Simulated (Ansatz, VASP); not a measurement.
## LiF in VASP and in Ansatz

The input INCAR:

```
ALGO = Normal ; EDIFF = 1E-6
ENCUT = 520 ; GGA = CA
ISIF = 2 ; ISMEAR = 0
LASPH = T ; LCHARG = T
LELF = T ; LREAL = F
LVHAR = T ; LWAVE = F
NBANDS = 18 ; NELM = 100
PREC = Accurate ; SIGMA = 0.05
```

KPOINTS

```
k-points
0
Gamma
  9 9 6
```

Contents of POSCAR:

```
LiF
1.0
    2.9984347243      0.0000000000      0.0000000000
   -1.4992173621      2.5967206428      0.0000000000
    0.0000000000      0.0000000000      4.7579162205
Li F
2 2
Direct
    0.3333333333      0.6666666667      0.3746202181
    0.6666666667      0.3333333333      0.8746202181
    0.3333333333      0.6666666667      0.9910195924
    0.6666666667      0.3333333333      0.4910195924
```

Input for Ansatz:

```yaml
crystal:
  lattice:
    - [2.9984347243, 0.0, 0.0]
    - [-1.4992173621, 2.5967206428, 0.0]
    - [0.0, 0.0, 4.7579162205]
  atoms:
    - { symbol: Li, position: [0.3333333333, 0.6666666667, 0.3746202181] }
    - { symbol: Li, position: [0.6666666667, 0.3333333333, 0.8746202181] }
    - { symbol: F, position: [0.3333333333, 0.6666666667, 0.9910195924] }
    - { symbol: F, position: [0.6666666667, 0.3333333333, 0.4910195924] }
basis:
  ecutwfc: 520.0
kpoints:
  mp_grid: { grid: [9, 9, 6] }
hamiltonian:
  xc: lda
scf:
  occupations: { method: gaussian, width: 0.05 }
output:
  forces: true
  stress: true
  eigenvalues: true
```

Alike in both runs: task single point; functional LDA; k mesh 9 × 9 × 6; occupations gaussian, width 0.05 eV; no spin polarisation.

|  | VASP | Ansatz |
| --- | --- | --- |
| version | VASP 6.6.1 | Ansatz 0.2.0 |
| potentials or method | VASP PAW LDA potentials, release 64 (Li_sv, F), cutoff 520 eV | scalar-relativistic, plane waves, PAW |
| valence electrons in the cell | 20 | 20 |

Ansatz gave:

- gap on the k mesh at the Fermi level (eV): 7.92
- least direct gap on the mesh (eV): 7.92
- rms of the force components (eV/Å): 0.009

Task: Which values does VASP return?

Result: gap on the k mesh at the Fermi level (eV): 7.91; least direct gap on the mesh (eV): 7.91; rms of the force components (eV/Å): 0.009.

LDA's correlation is that of Perdew and Zunger in VASP and of Perdew and Wang (1992) in Ansatz. Atom by atom the forces differ by 0.000 eV/Å (rms over components).

Noted on VASP's run: the cutoff is short for stress, so the pressure is rough.
